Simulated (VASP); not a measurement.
A run of VASP 6.6.1 is set up as follows.

Contents of INCAR:

```
PREC     = Accurate       # precision mode
ENCUT    = 600            # plane-wave cutoff, eV
EDIFF    = 1E-8           # SCF threshold, eV
ISMEAR   = 0              # smearing method
SIGMA    = 0.01           # smearing width, eV
LREAL    = False          # projectors in reciprocal space
LASPH    = True           # aspherical terms in the spheres
NELM     = 100            # most SCF steps
ALGO     = Normal         # electronic algorithm
ISIF     = 3              # what is computed and relaxed
LWAVE    = False          # write WAVECAR
LCHARG   = False          # write CHGCAR
GGA      = CA             # functional
NBANDS   = 35             # bands
IBRION   = 6              # ionic algorithm
NFREE    = 2            
POTIM    = 0.015          # step
NSW      = 1              # ionic steps
```

The input KPOINTS:

```
Automatic mesh
0
Gamma
  6 6 2
```

The input POSCAR:

```
Te2Mo
1.0
    3.4453149764      0.0000000000      0.0000000000
   -1.7226574882      2.9837302936      0.0000000000
    0.0000000000      0.0000000000     13.4321180384
Te Mo
4 2
Direct
    0.3333333333      0.6666666667      0.6159933178
    0.6666666667      0.3333333333      0.1159933178
    0.3333333333      0.6666666667      0.8840066822
    0.6666666667      0.3333333333      0.3840066822
    0.3333333333      0.6666666667      0.2500000000
    0.6666666667      0.3333333333      0.7500000000
```

Potentials or basis: VASP PAW LDA potentials, release 64 (Te, Mo_sv).

Launch:

```sh
$ cat potpaw_LDA.64/Te/POTCAR potpaw_LDA.64/Mo_sv/POTCAR > POTCAR
$ mpirun -np 1 vasp_std > vasp.out
```

Q: Estimate the Voigt bulk modulus.

A: 64 GPa.

Q: What does it give for the highest phonon frequency at Γ, LO-TO splitting left out?

A: 301 cm⁻¹.

Elastic tensor in Voigt notation (GPa, in the Cartesian axes of the cell as first typed):
```
156  39  25   0   0   0
 39 156  25   0   0   0
 25  25  88   0   0   0
  0   0   0  39   0   0
  0   0   0   0  39   0
  0   0   0   0   0  58
```

Caveat: the cell is under stress, which shifts elastic constants.
